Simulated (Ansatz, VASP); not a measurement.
**MgC in VASP and in Ansatz**

File INCAR:

```
SYSTEM = MgC
  PREC = Accurate
  ENCUT = 600
  EDIFF = 1E-6
  ISMEAR = 0
  SIGMA = 0.1
  LREAL = .False.
  LASPH = .True.
  NELM = 60
  ALGO = Normal
  ISIF = 3
  LWAVE = .False.
  LCHARG = .False.
  GGA = PE
  IBRION = 2
  NSW = 90
  EDIFFG = -0.04
```

File KPOINTS:

```
regular mesh
0
Gamma
  6 6 6
  0 0 0
```

The input POSCAR:

```
MgC
1.0
   -1.8607485800      1.8912030300      2.0607474300
    1.8607485800     -1.8912030300      2.0607474300
    1.8607485800      1.8912030300     -2.0607474300
Mg C
1 1
Direct
    0.5000000000      0.0000000000      0.5000000000
    0.0000000000      0.0000000000      0.0000000000
```

Input for Ansatz:

```yaml
crystal:
  lattice:
    - [-1.86074858, 1.89120303, 2.06074743]
    - [1.86074858, -1.89120303, 2.06074743]
    - [1.86074858, 1.89120303, -2.06074743]
  atoms:
    - { symbol: Mg, position: [0.5, 0.0, 0.5] }
    - { symbol: C, position: [0.0, 0.0, 0.0] }
basis:
  ecutwfc: 420
kpoints:
  mp_grid: { grid: [6, 6, 6] }
hamiltonian:
  xc: pbe
scf:
  occupations: { method: gaussian, width: 0.1 }
  lower_state_search: "off"
output:
  forces: true
  stress: true
  eigenvalues: true
relax:
  adjacent_minimum: "off"
  f_tol: 0.04
  max_steps: 70
  cell: { stress_tol: 0.4 }
```

Alike in both runs: task relaxation of cell and atoms; functional PBE; k mesh 6 × 6 × 6; occupations gaussian, width 0.1 eV; no spin polarisation.

|  | VASP | Ansatz |
| --- | --- | --- |
| version | VASP 6.6.1 | Ansatz 0.2.0 |
| potentials or method | VASP PAW PBE potentials, release 64 (Mg, C), cutoff 600 eV | scalar-relativistic, plane waves, PAW |
| valence electrons in the cell | 6 | 14 |

```csv
,VASP,Ansatz,Ansatz less VASP
"gap on the k mesh at the Fermi level, each at its own relaxed structure (eV)",none,none,-
relaxed volume (Å³/atom),11.90,11.97,+0.072
relaxed length of the cell vector where the two differ most in proportion (Å),3.294,3.301,+0.0070
```

A gap of «none» marks a metal or a gap that the smearing closes. VASP's potentials hold 6 valence electrons a cell and Ansatz's 14, so a difference there can come from the potentials and not from the codes.

The k mesh is coarse, so the values compare programs but aren't converged. Noted on VASP's run: the volume moved by over 15 % at a fixed basis, so the end points are rough.
